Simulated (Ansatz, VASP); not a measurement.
## One calculation of C, two programs

INCAR

```
ALGO = Normal
EDIFF = 1E-7
ENCUT = 520
GGA = PE
ISIF = 2
ISMEAR = 0
LASPH = True
LCHARG = False
LREAL = False
LWAVE = False
NBANDS = 26
NELM = 60
PREC = Accurate
SIGMA = 0.05
```

File KPOINTS:

```
k-points
0
Gamma
  12 12 4
```

POSCAR

```
C
1.0
    2.5389641516      0.0000000000      0.0000000000
   -1.2694820758      2.1988074546      0.0000000000
    0.0000000000      0.0000000000      8.3736208784
C
8
Direct
   -0.0110056021     -0.0220112043      0.0929732494
   -0.0110056021     -0.0220112043      0.5929732494
   -0.0110056021     -0.0220112043      0.4070267506
   -0.0110056021     -0.0220112043      0.9070267506
    0.3443389355      0.6886778709      0.1555299995
    0.6776722688      0.3553445376      0.6555299995
    0.3443389355      0.6886778709      0.3444700005
    0.6776722688      0.3553445376      0.8444700005
```

Input for Ansatz:

```yaml
crystal:
  lattice:
    - [2.5389641516, 0.0, 0.0]
    - [-1.2694820758, 2.1988074546, 0.0]
    - [0.0, 0.0, 8.3736208784]
  atoms:
    - { symbol: C, position: [-0.0110056021, -0.0220112043, 0.0929732494] }
    - { symbol: C, position: [-0.0110056021, -0.0220112043, 0.5929732494] }
    - { symbol: C, position: [-0.0110056021, -0.0220112043, 0.4070267506] }
    - { symbol: C, position: [-0.0110056021, -0.0220112043, 0.9070267506] }
    - { symbol: C, position: [0.3443389355, 0.6886778709, 0.1555299995] }
    - { symbol: C, position: [0.6776722688, 0.3553445376, 0.6555299995] }
    - { symbol: C, position: [0.3443389355, 0.6886778709, 0.3444700005] }
    - { symbol: C, position: [0.6776722688, 0.3553445376, 0.8444700005] }
basis:
  ecutwfc: 520.0
kpoints:
  mp_grid: { grid: [12, 12, 4] }
hamiltonian:
  xc: pbe
  pseudopotentials: { kind: paw, azcp: { folder: soft_1 } }
scf:
  occupations: { method: gaussian, width: 0.05 }
output:
  forces: true
  stress: true
  eigenvalues: true
```

Change from the starting cell: mode 14 frozen in at -0.048 Å, equal normal strain along x, y and z +0.0083.

Alike in both runs: task single point; functional PBE; k mesh 12 × 12 × 4; occupations gaussian, width 0.05 eV; no spin polarisation.

|  | VASP | Ansatz |
| --- | --- | --- |
| version | VASP 6.6.1 | Ansatz 0.2.0 |
| potentials or method | VASP PAW PBE potentials, release 64 (C), cutoff 520 eV | scalar-relativistic, plane waves, PAW |
| valence electrons in the cell | 32 | 32 |

VASP gave:

| Quantity | Value |
| --- | --- |
| gap on the k mesh at the Fermi level (eV) | 3.45 |
| least direct gap on the mesh (eV) | 3.90 |
| pressure (GPa) | -6.3 |
| traceless stress, the component that is largest in VASP (GPa) | 2.47 |
| rms of the force components (eV/Å) | 1.674 |

Problem. Estimate Ansatz's values.

Solution. gap on the k mesh at the Fermi level (eV): 3.46; least direct gap on the mesh (eV): 3.90; pressure (GPa): -6.9; traceless stress, the component that is largest in VASP (GPa): 2.44; rms of the force components (eV/Å): 1.660.

Atom by atom the forces differ by 0.014 eV/Å (rms over components). The functional is the same, so the differences come from potentials, cutoffs and numerics.
